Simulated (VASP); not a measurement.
Wanted: the native input for a VASP 6.6.1 run.

| Property | Result |
| --- | --- |
| Task | single point |
| Functional | PBE |
| Potentials or basis | VASP PAW PBE potentials, release 64 (Si, P) |
| Cutoff | 500 eV |
| k mesh | 4 × 4 × 3 |
| Occupations | gaussian, width 0.2 eV |
| Spin | no spin polarisation |
| Dipole correction | no |
| Further INCAR settings | ALGO = Normal; EDIFF = 1e-06; NBANDS = 24 |

The structure of SiP5 lies in POSCAR:

```
SiP5
1.0
    4.6133932091      0.0000000000      0.0000000000
   -2.3066966046      3.9953157167      0.0000000000
    0.0000000000      0.0000000000      5.1645616966
Si P
1 5
Direct
    0.0000000000      0.0000000000      0.0000000000
    0.3333333333      0.6666666667      0.2851373731
    0.6666666667      0.3333333333      0.2851373731
    0.6666666667      0.3333333333      0.7148626269
    0.3333333333      0.6666666667      0.7148626269
    0.0000000000      0.0000000000      0.5000000000
```

These files were run (other wordings do the same):

INCAR

```
PREC = Accurate
ENCUT = 500
EDIFF = 1E-6
ISMEAR = 0
SIGMA = 0.2
LREAL = F
LASPH = T
NELM = 120
ALGO = Normal
ISIF = 2
LWAVE = F
LCHARG = F
GGA = PE
NBANDS = 24
GGA_COMPAT = F
```

KPOINTS

```
Automatic mesh
0
Gamma
  4 4 3
```

Potentials or basis: VASP PAW PBE potentials, release 64 (Si, P).

Launch:

```console
$ cat potpaw_PBE.64/Si/POTCAR potpaw_PBE.64/P/POTCAR > POTCAR
$ mpirun -np 1 vasp_std > vasp.out
```

Results of the run:

The pressure is -0.2 GPa and the largest force is 0.060 eV/Å.

Caveat: the k points lie up to 0.41 Å⁻¹ apart.

It took 30 s on 1 thread of Intel Xeon 8259CL, on a shared host, peak memory 0.21 GiB.
